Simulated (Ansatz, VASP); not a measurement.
## TaN in VASP and in Ansatz

The input INCAR:

```
  PREC = Accurate
  ENCUT = 520
  EDIFF = 1E-6
  ISMEAR = -1
  SIGMA = 0.05
  LREAL = False
  LASPH = True
  NELM = 60
  ALGO = Normal
  ISIF = 2
  LWAVE = False
  LCHARG = True
  GGA = PS
  LELF = True
  LVHAR = True
  NBANDS = 15
```

Contents of KPOINTS:

```
Automatic mesh
0
Gamma
  9 9 8
```

File POSCAR:

```
TaN
1.0
    2.9086200000      0.0000000000      0.0000000000
   -1.4543100000      2.5189388099      0.0000000000
    0.0000000000      0.0000000000      2.8830000000
Ta N
1 1
Direct
    0.0000000000      0.0000000000      0.5000000000
    0.6666666667      0.3333333333      0.0000000000
```

File input.yaml:

```yaml
crystal:
  lattice:
    - [2.90862, 0.0, 0.0]
    - [-1.45431, 2.5189388099, 0.0]
    - [0.0, 0.0, 2.883]
  atoms:
    - { symbol: Ta, position: [0.0, 0.0, 0.5] }
    - { symbol: "N", position: [0.6666666667, 0.3333333333, 0.0] }
hamiltonian:
  xc: pbesol
  pseudopotentials: { kind: paw }
kpoints:
  mp_grid: { grid: [9, 9, 8] }
scf:
  occupations: { method: fermi_dirac, width: 0.05 }
output:
  forces: true
  stress: true
  eigenvalues: true
```

Alike in both runs: task single point; functional PBEsol; k mesh 9 × 9 × 8; occupations fermi-dirac, width 0.05 eV; no spin polarisation.

|  | VASP | Ansatz |
| --- | --- | --- |
| version | VASP 6.6.1 | Ansatz 0.2.0 |
| potentials or method | VASP PAW PBE potentials, release 64 (Ta_pv, N) | Ansatz PAW |
| plane-wave cutoff (eV) | 520 | 420 |
| valence electrons in the cell | 16 | 18 |

Ansatz gave:

* gap on the k mesh at the Fermi level (eV): none
* pressure (GPa): 2.1
* traceless stress, the component that is largest in VASP (GPa): -3.87

Q: Which values does VASP return?

A: gap on the k mesh at the Fermi level (eV): none; pressure (GPa): 2.9; traceless stress, the component that is largest in VASP (GPa): -3.73.

VASP's potentials were made for PBE, not for PBEsol. A gap of «none» marks a metal or a gap that the smearing closes. VASP's potentials hold 16 valence electrons a cell and Ansatz's 18, so a difference there can come from the potentials and not from the codes.

Neither program's run includes spin-orbit coupling.
